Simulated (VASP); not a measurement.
# AlSi11HO24 (a cell with a defect) in VASP: a series of runs, part 2 of 2

VASP 6.6.1. The steps go on from the part before.

## Step 3: Single point, LDA, collinear spin

INCAR reads:

```
PREC = Accurate ; ENCUT = 520
EDIFF = 1E-6 ; ISMEAR = -1
SIGMA = 0.01 ; LREAL = Auto
LASPH = T ; NELM = 200
ALGO = Normal ; ISIF = 2
LWAVE = F ; LCHARG = T
ISPIN = 2 ; MAGMOM = 0 0 0 0 0 0 0 0 0 0 0 0 0.02 0 0.01 0 0 0 0 0 0 0 0 0 0 0 0.05 0 0.02 0.03 0.01 0 0.02 0.02 0 0 0.71
LORBIT = 11 ; NUPDOWN = 1.0
LELF = T ; LVHAR = T
NELECT = 193.0 ; NBANDS = 124
GGA_COMPAT = F
```

KPOINTS reads:

```
Automatic mesh
0
Gamma
  1 1 1
  0.25 0.25 0.25
```

POSCAR reads:

```
AlSi11HO24
1.0
   -2.5104095144      4.3481568267      5.5092742089
    5.0208190287      0.0000000000      5.5092742089
    5.0208190287      8.6963136534      0.0000000000
Si O Al H
11 24 1 1
Direct
    0.4064523840      0.9110408359      0.0362177004
    0.8996329048      0.4322780362      0.2742450704
    0.0003405422     -0.0039311476      0.2565057443
    0.5009997015      0.4920249967      0.0056671392
    0.0909754043      0.5658008545      0.4456843548
    0.5941740931      0.0615690351      0.2018111497
    0.4073535527      0.9298071884      0.5372017746
    0.9036988630      0.4354195832      0.7751361647
    0.0063453543      0.0046509013      0.7579976835
    0.0974524485      0.5757950467      0.9402195220
    0.6045389717      0.0646489650      0.7021537213
    0.0591753113      0.4820801445      0.3265564442
    0.5592636160      0.9546260087      0.0986026995
    0.0597859322      0.8055796524      0.3847314187
    0.5644878926      0.2963848550      0.1289762933
    0.1833110286      0.0139383703      0.1101251829
    0.6818501058      0.5272096259      0.3502541819
    0.3027109541      0.4629990821      0.4708132075
    0.8196114201      0.9723055616      0.2120044357
    0.4301636885      0.6754820105      0.0791096845
    0.9404484708      0.1923149025      0.3123139694
    0.4395481203      0.0265636165      0.3604364061
    0.9408692539      0.5181218268      0.0957036211
    0.0641695579      0.4922923667      0.8220684544
    0.5729627843      0.9748868237      0.5866309118
    0.0725109931      0.8127725962      0.8853784782
    0.5731769675      0.2962700373      0.6470153044
    0.1866614920      0.0409599974      0.6142297014
    0.6854351328      0.5307532436      0.8641229888
    0.3190469664      0.4764232556      0.9584595825
    0.8293540828      0.9655646527      0.7191415174
    0.4216975931      0.7012550195      0.5812854559
    0.9385773325      0.1967861314      0.8226428958
    0.4493501875     -0.0052646866      0.8600543885
    0.9215879728      0.5239043712      0.6012452139
    0.4957616633      0.4977885243      0.5117246440
    0.5886799140      0.2371809604      0.8776591198
```

Potentials or basis: VASP PAW LDA potentials, release 64 (Si, O, Al, H).

The run is started by

```
$ cat potpaw_LDA.64/Si/POTCAR potpaw_LDA.64/O/POTCAR potpaw_LDA.64/Al/POTCAR potpaw_LDA.64/H/POTCAR > POTCAR
$ mpirun -np 1 vasp_std > vasp.out
```

Wall time 6.5 min (1 thread of Oxide Virtual Turin-like, shared host); peak memory 0.47 GiB.

The run converged. Its results:

```yaml
Free_energy: -307.0795 eV
Largest_force: 0.347 eV/Å
Net_moment: 1.00 μB per cell
Site_moments: Si -0.00, +0.00 (each value once); O +0.00, +0.01, -0.00, +0.05, +0.02 (each value once); Al +0.00; H +0.34 μB
Valence_electrons_inside_the_program's_atomic_spheres: Si 1.65, 1.66, 1.64, 1.63 (each value once); O 5.20, 5.21, 5.18, 5.17 (each value once); Al 0.82; H 0.40
```

Forces on the atoms (eV/Å):
```
Si   0.007 -0.020 -0.008
Si  -0.027 -0.025  0.018
Si   0.008 -0.001 -0.001
Si  -0.028  0.028 -0.027
Si   0.004 -0.028 -0.014
Si  -0.029 -0.019  0.024
Si   0.036 -0.041  0.041
Si   0.045 -0.016  0.001
Si   0.016  0.045 -0.014
Si  -0.029 -0.005  0.004
Si  -0.052  0.071 -0.042
O    0.270 -0.010 -0.140
O    0.273 -0.068 -0.082
O   -0.180 -0.234 -0.140
O   -0.135 -0.182 -0.127
O   -0.112  0.271 -0.137
O   -0.147  0.231 -0.056
O    0.256 -0.043  0.081
O    0.273  0.049  0.116
O   -0.129 -0.269  0.162
O   -0.106 -0.258  0.110
O   -0.176  0.226  0.108
O   -0.126  0.227  0.145
O    0.272  0.002 -0.160
O    0.288 -0.019 -0.150
O   -0.167 -0.252 -0.129
O   -0.142 -0.108 -0.150
O   -0.140  0.252 -0.158
O   -0.138  0.202 -0.142
O    0.254  0.035  0.128
O    0.282  0.016  0.136
O   -0.044 -0.199  0.168
O   -0.106 -0.283  0.106
O   -0.110  0.207  0.151
O   -0.176  0.249  0.165
Al   0.023 -0.007  0.002
H   -0.007 -0.024  0.015
```

Caveat: the k points lie up to 0.92 Å⁻¹ apart, too coarse for converged energies, forces and pressures; the cell carries a net charge on a neutralising background, which shifts energy and pressure; the total moment is fixed, so each spin has its own Fermi level and the state may be an excited one.

## Step 4: Single point, LDA, collinear spin

INCAR reads:

```
PREC     = Accurate       # precision mode
ENCUT    = 520            # plane-wave cutoff, eV
EDIFF    = 1E-6           # SCF threshold, eV
ISMEAR   = -1             # smearing method
SIGMA    = 0.01           # smearing width, eV
LREAL    = Auto         
LASPH    = True           # aspherical terms in the spheres
NELM     = 200            # most SCF steps
ALGO     = Normal         # electronic algorithm
ISIF     = 2              # what is computed and relaxed
LWAVE    = False          # write WAVECAR
LCHARG   = False          # write CHGCAR
ISPIN    = 2              # spin polarisation
MAGMOM   = 0 0 0 0 0 0 0 0 0 0 0 0.08 0.01 0.04 0.02 0.02 0.17 0.13 0.04 0 0.05 0.03 0.01 0.01 0.01 0.01 0 0.04 0.01 0.01 0 0.12 0.01 0 0.03 0 0 # initial moments
LORBIT   = 11             # projections on sites
NUPDOWN  = 1.0            # fixed moment
GGA      = CA             # functional
NELECT   = 191.0        
NBANDS   = 124            # bands
GGA_COMPAT= False
```

KPOINTS is that of step 3.

POSCAR reads:

```
AlSi11HO24
1.0
   -2.5104095144      4.3481568267      5.5092742089
    5.0208190287      0.0000000000      5.5092742089
    5.0208190287      8.6963136534      0.0000000000
Si O Al H
11 24 1 1
Direct
    0.4016124103      0.9080860845      0.0428448707
    0.9208030106      0.4150122164      0.2766289740
   -0.0017917685     -0.0122845297      0.2622772186
    0.5092267707      0.4926880070      0.0027511330
    0.0973023696      0.5588363660      0.4509848008
    0.5935242597      0.0623851819      0.2011290869
    0.4077687591      0.9493596114      0.5342614639
    0.9126679288      0.4240952438      0.7814480839
    0.0042352282     -0.0014132455      0.7658510965
    0.1115097062      0.5638488997      0.9392930756
    0.5980659221      0.0638278087      0.7133984475
    0.0749953756      0.4663243485      0.3329265488
    0.5584645252      0.9514982407      0.1008245867
    0.0606996068      0.7960227949      0.3891404019
    0.5707144443      0.2949643992      0.1242049146
    0.1795084098      0.0117419334      0.1165903834
    0.7013717295      0.5155251549      0.3571120326
    0.3138230222      0.4666151249      0.4759529875
    0.8145937128      0.9659140321      0.2211039207
    0.4234690826      0.6737677660      0.0786175764
    0.9390121416      0.1796064799      0.3249428158
    0.4324564258      0.0367266347      0.3589532617
    0.9676941586      0.4961621938      0.0995605200
    0.0798506398      0.4779499432      0.8220303080
    0.5610633729      1.0212338151      0.5793046177
    0.0704754344      0.8018343917      0.8885543653
    0.5487435505      0.3145872464      0.6772006555
    0.1836262188      0.0321899999      0.6197860124
    0.6960650543      0.5310834874      0.8637149399
    0.3450501739      0.4692765651      0.9366450704
    0.8232645138      0.9773051951      0.7191558697
    0.4549339952      0.7129526022      0.5770811250
    0.9334163028      0.1876076786      0.8332356597
    0.4415212635      0.0018833144      0.8662589641
    0.9349155897      0.5053080687      0.6059517410
    0.5045550024      0.5119418650      0.5105127605
    0.4816008079      0.3649538357      0.7660387873
```

The run is started by

```
$ cat potpaw_LDA.64/Si/POTCAR potpaw_LDA.64/O/POTCAR potpaw_LDA.64/Al/POTCAR potpaw_LDA.64/H/POTCAR > POTCAR
$ mpirun -np 1 vasp_std > vasp.out
```

Run time: 6.3 min. Hardware: 1 thread of Oxide Virtual Turin-like, shared host; peak memory 0.47 GiB.

The run converged. Its results:

* Free energy: -313.7062 eV
* Largest force: 0.631 eV/Å
* Net moment: 1.00 μB per cell
* Site moments: Si -0.00, -0.01 (each value once); O +0.08, +0.01, +0.04, +0.02, +0.17, +0.13, +0.00, +0.05, +0.03, +0.12 (each value once); Al -0.00; H +0.00 μB
* Valence electrons inside the program's atomic spheres: Si 1.63, 1.64, 1.62 (each value once); O 5.17, 5.20, 5.19, 5.21, 5.11, 5.13, 5.18 (each value once); Al 0.79; H 0.66

Forces on the atoms (eV/Å):
```
Si   0.004 -0.053  0.004
Si   0.100  0.003 -0.046
Si   0.046  0.041  0.009
Si   0.008  0.032  0.016
Si  -0.055  0.017 -0.025
Si  -0.013  0.010 -0.011
Si   0.007  0.003  0.019
Si   0.000 -0.056  0.022
Si   0.005 -0.012 -0.002
Si  -0.017 -0.025 -0.017
Si   0.008 -0.115  0.090
O    0.265 -0.015 -0.129
O    0.290 -0.068 -0.089
O   -0.173 -0.242 -0.118
O   -0.125 -0.195 -0.124
O   -0.118  0.266 -0.142
O   -0.177  0.215 -0.019
O    0.267 -0.090  0.039
O    0.259  0.022  0.137
O   -0.138 -0.253  0.183
O   -0.169 -0.267  0.126
O   -0.197  0.217  0.140
O   -0.121  0.173  0.164
O    0.259  0.025 -0.143
O    0.197  0.050 -0.241
O   -0.185 -0.221 -0.103
O   -0.549 -0.273 -0.152
O   -0.092  0.244 -0.108
O   -0.153  0.195 -0.212
O    0.200  0.035  0.092
O    0.286  0.089  0.105
O    0.031 -0.237  0.099
O   -0.124 -0.271  0.152
O   -0.093  0.240  0.140
O   -0.128  0.256  0.160
Al  -0.064  0.044 -0.002
H    0.459  0.214 -0.014
```

Caveat: the k points lie up to 0.92 Å⁻¹ apart, too coarse for converged energies, forces and pressures; the cell carries a net charge on a neutralising background, which shifts energy and pressure; the total moment is fixed, so each spin has its own Fermi level and the state may be an excited one.
